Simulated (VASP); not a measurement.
# SnSe2 (P-1) in VASP: single point with PBEsol

Aim: the single point of SnSe2 with PBEsol.

Program: VASP 6.6.1. These are calculated values, not measurements. Logs are shortened: lines on timing, memory, paths and dates and some standing lists are left out, and cuts for length are marked.

### Step 1. The cell of the first run

The typed cell holds 12 atoms: a = 9.364 Å, b = 9.361 Å, c = 5.152 Å, α = 56.62°, β = 56.63°, γ = 73.47°.

### Step 2. Single point, PBEsol

Input file INCAR:

```
SYSTEM = SnSe2
ALGO = Normal ; EDIFF = 1E-7
ENCUT = 520 ; GGA = PS
ISIF = 2 ; ISMEAR = -1
LASPH = .True. ; LCHARG = .False.
LREAL = .False. ; LWAVE = .False.
NBANDS = 64 ; NELM = 60
PREC = Accurate ; SIGMA = 0.05
```

Input file KPOINTS:

```
k-points
0
Gamma
  4 4 4
  0 0 0
```

Input file POSCAR:

```
SnSe2
1.0
   -0.3061382352      7.6040767698      5.4569297698
    7.6128634598     -0.3159566892      5.4385731054
    3.6430763181      3.6426975906     -0.0086008770
Sn Se
4 8
Direct
   -0.0164472401     -0.0152576325      0.0309599590
    0.0151622541      0.5159177263     -0.0316191252
    0.5151545003      0.0159155598     -0.0316091845
    0.4835613298      0.4847455637      0.0309307673
    0.0878292221      0.0887576235      0.3227166211
    0.3275454252      0.3284307023      0.8432918803
    0.1711776159      0.6722223309      0.1560400369
    0.4108864322      0.9118958551      0.6766271364
    0.6711755118      0.1722236877      0.1560404289
    0.9108944986      0.4118928088      0.6766225136
    0.5878403238      0.5887488872      0.3227046636
    0.8275450863      0.8284333047      0.8432907066
```

Potentials or basis: VASP PAW PBE potentials, release 64 (Sn_d, Se).

Command:

```console
$ cat potpaw_PBE.64/Sn_d/POTCAR potpaw_PBE.64/Se/POTCAR > POTCAR
$ mpirun -np 1 vasp_std > vasp.out
```

OUTCAR:

```text
SYSTEM = SnSe2
   EDIFF = 1E-7
   ENCUT = 520
   GGA = PS
   ISIF = 2
   ISMEAR = -1
   LASPH = .True.
   LREAL = .False.
   NELM = 60
   PREC = Accurate

 ion  position               nearest neighbor table
   1  0.984  0.985  0.031-   5 2.82   5 2.82   9 2.88   7 2.88  12 3.09  12 3.09
   2  0.015  0.516  0.968-  10 2.82  10 2.82   6 2.88  12 2.88   7 3.09   7 3.09
   3  0.515  0.016  0.968-   8 2.82   8 2.82  12 2.88   6 2.88   9 3.09   9 3.09
   4  0.484  0.485  0.031-  11 2.82  11 2.82   7 2.88   9 2.88   6 3.09   6 3.09
   5  0.088  0.089  0.323-   6 2.62   1 2.82   1 2.82
   6  0.328  0.328  0.843-   5 2.62   2 2.88   3 2.88   4 3.09   4 3.09
   7  0.171  0.672  0.156-   8 2.62   4 2.88   1 2.88   2 3.09   2 3.09
   8  0.411  0.912  0.677-   7 2.62   3 2.82   3 2.82
   9  0.671  0.172  0.156-  10 2.62   1 2.88   4 2.88   3 3.09   3 3.09
  10  0.911  0.412  0.677-   9 2.62   2 2.82   2 2.82
  11  0.588  0.589  0.323-  12 2.62   4 2.82   4 2.82
  12  0.828  0.828  0.843-  11 2.62   3 2.88   2 2.88   1 3.09   1 3.09

  LATTYP: Found a triclinic cell.
 ALAT       =     9.3612817557
 B/A-ratio  =     0.5503335396
 C/A-ratio  =     0.8354133762
 COS(alpha) =     0.0001040450
 COS(beta)  =     0.0217424038
 COS(gamma) =     0.5502341495

  Lattice vectors:

 A1 = (  -7.6128634598,   0.3159566892,  -5.4385731054)
 A2 = (  -3.6430763181,  -3.6426975906,   0.0086008770)
 A3 = (  -3.9492145533,   3.9613791792,   5.4655306468)

Analysis of symmetry for initial positions (statically):
=====================================================================
 Subroutine PRICEL returns:
 Original cell was already a primitive cell.

 Routine SETGRP: Setting up the symmetry group for a
 triclinic supercell.

 Subroutine GETGRP returns: Found  1 space group operations
 (whereof  1 operations were pure point group operations)
 out of a pool of  2 trial point group operations.

The static configuration has the point symmetry C_1 .

Analysis of symmetry for dynamics (positions and initial velocities):
=====================================================================
 Subroutine PRICEL returns:
 Original cell was already a primitive cell.

 Routine SETGRP: Setting up the symmetry group for a
 triclinic supercell.

 Subroutine GETGRP returns: Found  1 space group operations
[... 125 lines left out ...]
   EDIFFG = 0.1E-05   stopping-criterion for IOM
   NSW    =      0    number of steps for IOM
   IBRION =     -1    ionic relax: 0-MD 1-quasi-New 2-CG
   NFREE  =      0    steps in history (QN), initial steepest desc. (CG)
   ISIF   =      2    stress and relaxation
   ISYM   =      2    0-nonsym 1-usesym 2-fastsym
   POTIM  = 0.5000    time-step for ionic-motion
   TEBEG  =    0.0;   TEEND  =   0.0 temperature during run
   PSTRESS=    0.0 pullay stress
   NELECT =     104.0000    total number of electrons
   NUPDOWN=      -1.0000    fix difference up-down
   EMIN   =  10.00;   EMAX   =-10.00  energy-range for DOS
   EFERMI =   0.00;   METHOD = LEGACY
   ISMEAR =    -1;   SIGMA  =   0.05  broadening in eV -4-tet -1-fermi 0-gaus
   EFERMI_NEDOS =   21; number of points for ismear=-14 and -15
   IALGO  =     38    algorithm
   IMIX   =      4    mixing-type and parameters
     AMIX     =   0.40;   BMIX     =  1.00
     AMIX_MAG =   1.60;   BMIX_MAG =  1.00
  volume/ion in A,a.u.               =      26.24       177.05
  Fermi-wavevector in a.u.,A,eV,Ry     =   1.131687  2.138579 17.425195  1.280716
  Thomas-Fermi vector in A             =   2.268387
   LORBIT       =      0    0 simple, 1 ext, 2 COOP (PROOUT), +10 PAW based schemes
   GGA     = PS    functional components
   LHFCALC =     F    Hartree Fock is set to
   AEXX    =    0.0000 exact exchange contribution
   IVDW    =     0    specifies the selected vdW correction
   LEPSILON=     F    determine dielectric tensor
   LRPA    =     F    only Hartree local field effects (RPA)
 non-spin polarized calculation
  energy-cutoff  :      520.00
  volume of cell :      314.83
 maximum number of plane-waves:      8503
 NGX is ok and might be reduce to    70
   NGX = 35   NGY = 35   NGZ = 19

 number of electron     103.9999996 magnetization

 Free energy of the ion-electron system (eV)
  ---------------------------------------------------
  ext. energy  EPLUGINS =         0.00000000
  ---------------------------------------------------
  free energy    TOTEN  =       -50.02913216 eV

  energy without entropy =      -49.99211231  energy(sigma->0) =      -50.01062223

 E-fermi :   4.6930     XC(G=0):  -9.6666

 val. band max:        4.6928633884   @ k =  -0.2500  -0.2500   0.2500
 cond. band min:       4.6939738143   @ k =  -0.2500  -0.2500   0.2500
 fundamental gap:      0.0011104259
 Fermi energy:         4.6929518349

 k-point     1 :       0.0000    0.0000    0.0000
  band No.  band energies     occupation
      1     -16.7791      2.00000
      2     -16.7673      2.00000
      3     -16.7668      2.00000
      4     -16.7668      2.00000
      5     -16.7586      2.00000
      6     -16.7584      2.00000
[... 1597 lines left out ...]
     63       8.6536      0.00000
     64       8.6546      0.00000

 [... further k-points ...]
[... 5 lines left out ...]
  --------------------------------------------------------------------------------------
  -------------------------------------------------------------------------------------
  Total        0.0800224      0.0791754      0.1121841      0.0156807      0.0000589      0.0020808
  in kB        0.4072334      0.4029233      0.5709038      0.0797991      0.0002999      0.0105894
  external PRESSURE =       0.4603535 kB  Pullay stress =       0.0000000 kB

 VOLUME and BASIS-vectors are now :
 -----------------------------------------------------------------------------
  energy-cutoff  :      520.00
  volume of cell :      314.83
      direct lattice vectors                 reciprocal lattice vectors
    -0.306138235  7.604076770  5.456929770    -0.062917256  0.063140405  0.091739157
     7.612863460 -0.315956689  5.438573105     0.063346015 -0.063136480  0.091532657
     3.643076318  3.642697591 -0.008600877     0.136833275  0.137240906 -0.183564849

 POSITION                                       TOTAL-FORCE (eV/Angst)
 -----------------------------------------------------------------------------------
      7.30840      7.28065     10.72251         0.000248      0.000480      0.000087
      7.45085      3.47981      2.88027        -0.000519     -0.000379     -0.000156
      3.49138      7.43980      2.88939        -0.000583     -0.000330     -0.000085
      3.65495      3.63655      5.27482         0.000373      0.000509      0.000010
      1.82449      1.81538      0.95922         0.000101      0.000056     -0.004484
      5.47220      5.45877      3.56633         0.000347     -0.000043      0.006454
      5.63360      1.65766      4.58869        -0.000194     -0.000088     -0.006441
      9.28135      5.30104      7.19577        -0.000104      0.000022      0.004644
      1.67411      5.61766      4.59787        -0.000200     -0.000076     -0.006442
      5.32181      9.26110      7.20498        -0.000041     -0.000056      0.004551
      5.47774      5.45948      6.40698         0.000196     -0.000072     -0.004497
      9.12558      9.10282      9.01410         0.000376     -0.000025      0.006358
 -----------------------------------------------------------------------------------
    total drift:                               -0.000649      0.000182     -0.000191

  FREE ENERGIE OF THE ION-ELECTRON SYSTEM (eV)
  ---------------------------------------------------
  free  energy   TOTEN  =       -50.0291321600 eV

  energy  without entropy=      -49.9921123054  energy(sigma->0) =      -50.01062223
```

Wall time 29 min (1 thread of Oxide Virtual Turin-like, shared host); peak memory 0.76 GiB.

Results:

```
Free energy            : -50.0291 eV
Pressure               : 0.0 GPa
Largest force          : 0.006 eV/Å
Band gap on the k mesh : zero (bands 52 and 53 overlap by 2.00 eV)
```

Forces in eV/Å, atoms in the order of the input:
```
Sn   0.000  0.000  0.000
Sn  -0.001  0.000  0.000
Sn  -0.001  0.000  0.000
Sn   0.000  0.001  0.000
Se   0.000  0.000 -0.004
Se   0.000  0.000  0.006
Se   0.000  0.000 -0.006
Se   0.000  0.000  0.005
Se   0.000  0.000 -0.006
Se   0.000  0.000  0.005
Se   0.000  0.000 -0.004
Se   0.000  0.000  0.006
```

Levels at points of the mesh, in eV from the Fermi level:
```csv
k point,band 48,band 49,band 50,band 51,band 52,band 53,band 54,band 55,band 56,band 57
"(0.00, 0.00, 0.00)",-1.50,-1.33,-1.33,-0.91,-0.65,-0.08,-0.08,1.15,1.74,1.74
"(0.50, 0.00, 0.00)",-1.66,-1.33,-1.33,-1.11,-1.11,1.03,1.03,1.38,1.38,2.00
"(0.00, 0.50, 0.00)",-1.66,-1.33,-1.33,-1.11,-1.11,1.02,1.02,1.38,1.38,2.00
"(0.50, 0.50, 0.00)",-1.19,-1.16,-1.16,-1.01,-1.01,-1.00,-0.79,0.61,0.90,2.05
"(0.00, 0.00, 0.50)",-1.70,-1.63,-1.63,0.68,0.68,1.00,1.00,1.22,1.22,2.94
"(0.50, 0.00, 0.50)",-1.14,0.15,0.15,0.15,0.15,1.43,1.43,1.43,1.43,3.13
"(0.00, 0.50, 0.50)",-1.14,0.15,0.15,0.15,0.16,1.43,1.43,1.43,1.43,3.13
"(0.50, 0.50, 0.50)",-1.08,-0.95,-0.95,-0.85,-0.85,1.41,1.41,1.59,1.59,3.04
```

Caveat: the structure was generated, so it needn't be the stable form of SnSe2; the PAW data sets were made with another functional, which shifts forces and pressure a little; spin-orbit coupling is left out, which moves the levels of the heavy elements.
